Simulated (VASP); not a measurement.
A run of VASP 6.6.1:

File INCAR:

```
SYSTEM = Ta2O5
PREC = Accurate
ENCUT = 520
EDIFF = 1E-7
ISMEAR = 0
SIGMA = 0.05
LREAL = .False.
LASPH = .True.
NELM = 80
ALGO = Normal
ISIF = 2
LWAVE = .False.
LCHARG = .True.
GGA = PS
LELF = .True.
LVHAR = .True.
NBANDS = 35
```

KPOINTS

```
regular mesh
0
Gamma
  8 8 8
  0 0 0
```

POSCAR

```
Ta2O5
1.0
   -2.6553689057      2.6553689057      4.7884217886
    2.6553689057     -2.6553689057      4.7884217886
    2.6553689057      2.6553689057     -4.7884217886
Ta O
2 5
Direct
    0.1967529825      0.1967529825      0.0000000000
    0.8032470175      0.8032470175      0.0000000000
    0.0000000000      0.0000000000      0.0000000000
    0.4837703469     -0.0499592674      0.0000000000
   -0.0499592674      0.4837703469      0.0000000000
    0.0499592674      0.0499592674      0.5337296143
    0.5162296531      0.5162296531      0.4662703857
```

Potentials or basis: VASP PAW PBE potentials, release 64 (Ta_pv, O).

Launch:

```console
$ cat potpaw_PBE.64/Ta_pv/POTCAR potpaw_PBE.64/O/POTCAR > POTCAR
$ mpirun -np 1 vasp_std > vasp.out
```

Hardware: 1 thread of Intel(R) Xeon(R) 6975P-C (Granite Rapids), on a shared host.

Q: How long does it take, and how much memory?

A: Run time: 2.9 min on 1 thread of Intel(R) Xeon(R) 6975P-C (Granite Rapids) (shared host), peak memory 0.45 GiB. Counts: scf iterations 17, k points 59.
